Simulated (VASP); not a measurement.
A run of VASP 6.6.1 is set up as follows.

INCAR

```
SYSTEM = AlN
PREC = Accurate ; ENCUT = 600
EDIFF = 1E-7 ; ISMEAR = -1
SIGMA = 0.05 ; LREAL = .False.
LASPH = .True. ; NELM = 100
ALGO = Normal ; ISIF = 3
LWAVE = .False. ; LCHARG = .False.
GGA = RP ; IVDW = 13
IBRION = 2 ; NSW = 60
EDIFFG = -0.01
```

File KPOINTS:

```
regular mesh
0
Gamma
  10 10 6
  0 0 0
```

The input POSCAR:

```
AlN
1.0
    3.1130000000      0.0000000000      0.0000000000
   -1.5565000000      2.6959370820      0.0000000000
    0.0000000000      0.0000000000      4.9810000000
Al N
2 2
Direct
    0.6666666667      0.3333333333      0.5000000000
    0.3333333333      0.6666666667      0.0000000000
    0.6666666667      0.3333333333      0.8800000000
    0.3333333333      0.6666666667      0.3800000000
```

Potentials or basis: VASP PAW PBE potentials, release 64 (Al, N).

Run with:

```sh
$ cat potpaw_PBE.64/Al/POTCAR potpaw_PBE.64/N/POTCAR > POTCAR
$ mpirun -np 1 vasp_std > vasp.out
```

**Question.** Predict the relaxed cell.

**Answer.** a = 3.091 Å, b = 3.091 Å, c = 4.947 Å, α = 90.00°, β = 90.00°, γ = 120.00°.

**Question.** Estimate the dispersion energy per atom.

**Answer.** -0.655 eV.

**Question.** Predict the relaxed volume.

**Answer.** 10.23 Å³/atom.

**Question.** What does it give for the band gap on the k mesh?

**Answer.** 4.43 eV, direct.

Forces on the atoms (eV/Å):
```
Al   0.000  0.000  0.004
Al   0.000  0.000  0.004
N    0.000  0.000 -0.004
N    0.000  0.000 -0.004
```

Caveat: the PAW data sets were made with another functional, which shifts forces and pressure a little. A k mesh can miss the band edges.
